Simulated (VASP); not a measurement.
Here is a VASP 6.6.1 calculation.

File INCAR:

```
SYSTEM = AlCu
ALGO = Fast
EDIFF = 1E-6
ENCUT = 520
GGA = PS
ISIF = 2
ISMEAR = 0
LASPH = .True.
LCHARG = .True.
LELF = .True.
LREAL = .False.
LVHAR = .True.
LWAVE = .False.
NBANDS = 14
NELM = 100
PREC = Accurate
SIGMA = 0.15
```

KPOINTS

```
k-points
0
Gamma
  16 16 16
  0 0 0
```

Contents of POSCAR:

```
AlCu
1.0
    2.9066309463      0.0000000000      0.0000000000
    0.0000000000      2.9066309463      0.0000000000
    0.0000000000      0.0000000000      2.9066309463
Al Cu
1 1
Direct
   -0.0259472604      0.0000000000      0.0000000000
    0.5110171687      0.5000000000      0.5000000000
```

Potentials or basis: VASP PAW PBE potentials, release 64 (Al, Cu).

The run is started by

```bash
$ cat potpaw_PBE.64/Al/POTCAR potpaw_PBE.64/Cu/POTCAR > POTCAR
$ mpirun -np 1 vasp_std > vasp.out
```

Estimate the band gap on the k mesh.

zero (bands 7 and 8 overlap by 4.95 eV).

Estimate the largest force.

0.596 eV/Å.

Estimate the pressure.

7.7 GPa.

Forces in eV/Å, atoms in the order of the input:
```
Al   0.596  0.000  0.000
Cu  -0.596  0.000  0.000
```

Caveat: the cell differs from its parent crystal (atoms displaced along a vibrational mode, the cell strained); the cell stands under pressure; the PAW data sets were made with another functional, which shifts forces and pressure a little.
